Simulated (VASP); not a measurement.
## TaN: single point with PBEsol

TaN:

```
CELL_PARAMETERS angstrom
0.00000 2.17900 2.22258
2.17900 0.00000 2.22258
2.17900 2.17900 0.00000
ATOMIC_POSITIONS crystal
Ta 0.50000 0.50000 0.50000
N 0.00000 0.00000 0.00000
```

This cell differs from its parent crystal: zz strain of +2 %.

* Program: VASP 6.6.1
* Task: single point
* Functional: PBEsol
* Potentials or basis: VASP PAW PBE potentials, release 64 (Ta_pv, N)
* Cutoff: 520 eV
* k mesh: 9 × 9 × 9
* Occupations: fermi-dirac, width 0.02 eV
* Spin: no spin polarisation

- Pressure: -1.5 GPa
- Band gap on the k mesh: zero (band 8 reaches 11.03 eV, above the bottom of band 9 at 7.39 eV)

Stress tensor (GPa, compression positive):
```
  2.93   0.00   0.00
  0.00   2.93   0.00
  0.00   0.00 -10.33
```

Levels at points of the mesh, in eV from the Fermi level:
| k point | band 4 | band 5 | band 6 | band 7 | band 8 | band 9 | band 10 | band 11 | band 12 | band 13 |
| --- | --- | --- | --- | --- | --- | --- | --- | --- | --- | --- |
| (0.00, 0.00, 0.00) | -18.76 | -3.76 | -3.67 | -3.67 | -2.19 | -1.95 | -1.95 | -0.08 | 0.28 | 1.81 |

It took 11 s on 1 thread of Intel(R) Xeon(R) Platinum 8488C (Sapphire Rapids), with other jobs on the host, peak memory 0.13 GiB.

Caveat: the cell differs from its parent crystal (zz strain of +2 %); the PAW data sets were made with another functional, which shifts forces and pressure a little; spin-orbit coupling is left out, which moves the levels of the heavy elements.
